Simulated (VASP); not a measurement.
Input of a VASP 6.6.1 run:

INCAR

```
PREC     = Accurate       # precision mode
ENCUT    = 600            # plane-wave cutoff, eV
EDIFF    = 1E-7           # SCF threshold, eV
ISMEAR   = 0              # smearing method
SIGMA    = 0.1            # smearing width, eV
LREAL    = False          # projectors in reciprocal space
LASPH    = True           # aspherical terms in the spheres
NELM     = 80             # most SCF steps
ALGO     = Normal         # electronic algorithm
ISIF     = 3              # what is computed and relaxed
LWAVE    = False          # write WAVECAR
LCHARG   = False          # write CHGCAR
GGA      = PE             # functional
IBRION   = 2              # ionic algorithm
NSW      = 90             # ionic steps
EDIFFG   = -0.04          # ionic threshold
```

KPOINTS

```
Automatic mesh
0
Gamma
  2 2 6
```

The input POSCAR:

```
Si3Br2
1.0
    8.4241734004      0.0000000000      0.0000000000
    0.0000000000      8.4241734004      0.0000000000
    0.0000000000      0.0000000000      3.4035232350
Si Br
6 4
Direct
    0.0000000000      0.0000000000      0.0000000000
    0.5000000000      0.5000000000      0.0000000000
    0.2123863975      0.7123863975      0.5000000000
    0.2876136025      0.2123863975      0.5000000000
    0.7876136025      0.2876136025      0.5000000000
    0.7123863975      0.7876136025      0.5000000000
    0.3706042350      0.8706042350      0.0000000000
    0.1293957650      0.3706042350      0.0000000000
    0.6293957650      0.1293957650      0.0000000000
    0.8706042350      0.6293957650      0.0000000000
```

Potentials or basis: VASP PAW PBE potentials, release 64 (Si, Br).

Launch:

```bash
$ cat potpaw_PBE.64/Si/POTCAR potpaw_PBE.64/Br/POTCAR > POTCAR
$ mpirun -np 1 vasp_std > vasp.out
```

Question: Estimate the relaxed cell.

Answer: a = 8.783 Å, b = 8.783 Å, c = 3.157 Å, α = 90.00°, β = 90.00°, γ = 90.00°.

Question: What does it give for the relaxed volume?

Answer: 24.35 Å³/atom.

Question: Estimate the space group after relaxing (to 0.1 Å).

Answer: P4/mbm (No. 127).

Question: What does it give for the band gap on the k mesh?

Answer: Zero (bands 26 and 27 overlap by 0.47 eV).

Final structure:
```yaml
crystal:
  lattice:
    - [8.78253, 0.00000, 0.00000]
    - [0.00000, 8.78253, 0.00000]
    - [0.00000, 0.00000, 3.15740]
  atoms:
    - { symbol: Si, position: [0.00000, 0.00000, 0.00000] }
    - { symbol: Si, position: [0.50000, 0.50000, 0.00000] }
    - { symbol: Si, position: [0.21813, 0.71813, 0.50000] }
    - { symbol: Si, position: [0.28187, 0.21813, 0.50000] }
    - { symbol: Si, position: [0.78187, 0.28187, 0.50000] }
    - { symbol: Si, position: [0.71813, 0.78187, 0.50000] }
    - { symbol: Br, position: [0.37362, 0.87362, 0.00000] }
    - { symbol: Br, position: [0.12638, 0.37362, 0.00000] }
    - { symbol: Br, position: [0.62638, 0.12638, 0.00000] }
    - { symbol: Br, position: [0.87362, 0.62638, 0.00000] }
```

Caveat: the k points lie up to 0.36 Å⁻¹ apart in the final cell.
